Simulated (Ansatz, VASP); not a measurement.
**One calculation of NaCl, two programs**

```
CELL_PARAMETERS angstrom
6.79963 0.00000 0.00000
-3.39982 5.88866 0.00000
0.00000 0.00000 7.09484
ATOMIC_POSITIONS crystal
Na 0.00000 0.66920 0.50000
Na 0.33080 0.33080 0.50000
Na 0.66920 0.00000 0.50000
Na 0.00000 0.33657 0.00000
Na 0.66343 0.66343 0.00000
Na 0.33657 0.00000 0.00000
Cl 0.66667 0.33333 0.25045
Cl 0.66667 0.33333 0.74955
Cl 0.33333 0.66667 0.74955
Cl 0.33333 0.66667 0.25045
Cl 0.00000 0.00000 0.75091
Cl 0.00000 0.00000 0.24909
```

Alike in both runs: task electric field gradients; functional r2SCAN; k mesh 5 × 5 × 4; occupations fermi-dirac, width 0.02 eV; no spin polarisation.

|  | VASP | Ansatz |
| --- | --- | --- |
| version | VASP 6.6.1 | Ansatz 0.2.0 |
| potentials or method | VASP PAW PBE potentials, release 64 (Na_pv, Cl) | plane-wave PAW, scalar-relativistic |
| plane-wave cutoff (eV) | 520 | 500 |
| valence electrons in the cell | 84 | 96 |

|  | VASP | Ansatz | Ansatz less VASP |
| --- | --- | --- | --- |
| gap on the k mesh at the Fermi level (eV) | 5.10 | 5.07 | -0.025 |
| pressure (GPa) | -1.2 | -1.0 | +0.19 |
| rms of the force components (eV/Å) | 0.011 | 0.010 | -0.0007 |
| size of Vzz on the site where it differs most (V/Å²) | 4.2 | 4.2 | -0.06 |

VASP's potentials were made for PBE, not for r2SCAN. Atom by atom the forces differ by 0.001 eV/Å (rms over components). VASP's potentials hold 84 valence electrons a cell and Ansatz's 96, so a difference there can come from the potentials and not from the codes.
